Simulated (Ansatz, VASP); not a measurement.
Na2GeO2 in VASP and in Ansatz

```xyz
10
Lattice="5.5429 -3.1185 0.0000 5.5429 3.1185 0.0000 0.0000 0.0000 4.5707" Properties=species:S:1:pos:R:3 pbc="T T T"
Na    7.4092   -0.9413    3.4280
Na    7.4092    0.9413    1.1427
Na    3.6766    0.9413    1.1427
Na    3.6766   -0.9413    3.4280
Ge    5.5429    2.4146    3.4280
Ge    5.5429   -2.4146    1.1427
O     4.0693    1.3844    3.4280
O     7.0165    1.3844    3.4280
O     7.0165   -1.3844    1.1427
O     4.0693   -1.3844    1.1427
```

Change from the starting cell: relaxed end of: species swapped into the Ho2SeO2 type (P-3m1, No. 164).

Alike in both runs: task single point; functional PBE; k mesh 4 × 4 × 4; occupations gaussian, width 0.1 eV; no spin polarisation.

|  | VASP | Ansatz |
| --- | --- | --- |
| version | VASP 6.6.1 | Ansatz 0.2.0 |
| potentials or method | VASP PAW PBE potentials, release 64 (Na_pv, Ge_d, O), cutoff 520 eV | scalar-relativistic, plane waves, PAW |
| valence electrons in the cell | 80 | 88 |

|  | VASP | Ansatz | Ansatz less VASP |
| --- | --- | --- | --- |
| gap on the k mesh at the Fermi level (eV) | 0.15 | 0.15 | +0.003 |
| least direct gap on the mesh (eV) | 0.29 | 0.29 | +0.003 |
| pressure (GPa) | -0.1 | -0.1 | -0.02 |
| traceless stress, the component that is largest in VASP (GPa) | 0.20 | 0.19 | -0.006 |
| rms of the force components (eV/Å) | 0.013 | 0.012 | -0.0007 |

Atom by atom the forces differ by 0.002 eV/Å (rms over components). VASP's potentials hold 80 valence electrons a cell and Ansatz's 88, so a difference there can come from the potentials and not from the codes.
